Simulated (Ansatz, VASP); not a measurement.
**Two plane-wave programs on Ta2N**

Contents of INCAR:

```
  ALGO = Normal
  EDIFF = 1E-6
  ENCUT = 520
  GGA = PS
  ISIF = 2
  ISMEAR = 0
  LASPH = True
  LCHARG = False
  LREAL = False
  LWAVE = False
  NBANDS = 20
  NELM = 80
  PREC = Accurate
  SIGMA = 0.15
```

The input KPOINTS:

```
k-points
0
Gamma
  18 18 10
```

Contents of POSCAR:

```
Ta2N
1.0
    3.0782595490      0.0000000000      0.0000000000
   -1.5391297745      2.6658509688      0.0000000000
    0.0000000000      0.0000000000      4.8239329370
Ta N
2 1
Direct
    0.6666666667      0.3333333333      0.7463700642
    0.3333333333      0.6666666667      0.2536299358
    0.0000000000      0.0000000000      0.0000000000
```

Input for Ansatz:

```yaml
crystal:
  lattice:
    - [3.078259549, 0.0, 0.0]
    - [-1.5391297745, 2.6658509688, 0.0]
    - [0.0, 0.0, 4.823932937]
  atoms:
    - { symbol: Ta, position: [0.6666666667, 0.3333333333, 0.7463700642] }
    - { symbol: Ta, position: [0.3333333333, 0.6666666667, 0.2536299358] }
    - { symbol: "N", position: [0.0, 0.0, 0.0] }
basis:
  ecutwfc: 520.0
kpoints:
  mp_grid: { grid: [18, 18, 10] }
hamiltonian:
  xc: pbesol
  pseudopotentials: { kind: paw, azcp: { folder: soft_1 } }
scf:
  occupations: { method: gaussian, width: 0.15 }
output:
  forces: true
  stress: true
  eigenvalues: true
  write_density: true
  write_potential: true
  elf: true
  volumetric_format: npy
```

Alike in both runs: task single point; functional PBEsol; k mesh 18 × 18 × 10; occupations gaussian, width 0.15 eV; no spin polarisation.

```csv
,VASP,Ansatz
version,VASP 6.6.1,Ansatz 0.2.0
potentials or method,"VASP PAW PBE potentials, release 64 (Ta_pv, N), cutoff 520 eV","scalar-relativistic, plane waves, PAW"
valence electrons in the cell,27,31
```

Ansatz gave:

```
gap on the k mesh at the Fermi level (eV)                     : none
pressure (GPa)                                                : 0.0
traceless stress, the component that is largest in VASP (GPa) : 0.02
rms of the force components (eV/Å)                            : 0.010
```

Q: Which values does VASP return?

A: gap on the k mesh at the Fermi level (eV): none; pressure (GPa): 0.6; traceless stress, the component that is largest in VASP (GPa): -0.08; rms of the force components (eV/Å): 0.035.

VASP's potentials were made for PBE, not for PBEsol, and Ansatz warns of the same on its side. Atom by atom the forces differ by 0.025 eV/Å (rms over components). A gap of «none» marks a metal or a gap that the smearing closes. VASP's potentials hold 27 valence electrons a cell and Ansatz's 31, so a difference there can come from the potentials and not from the codes.

Spin-orbit coupling is off throughout.
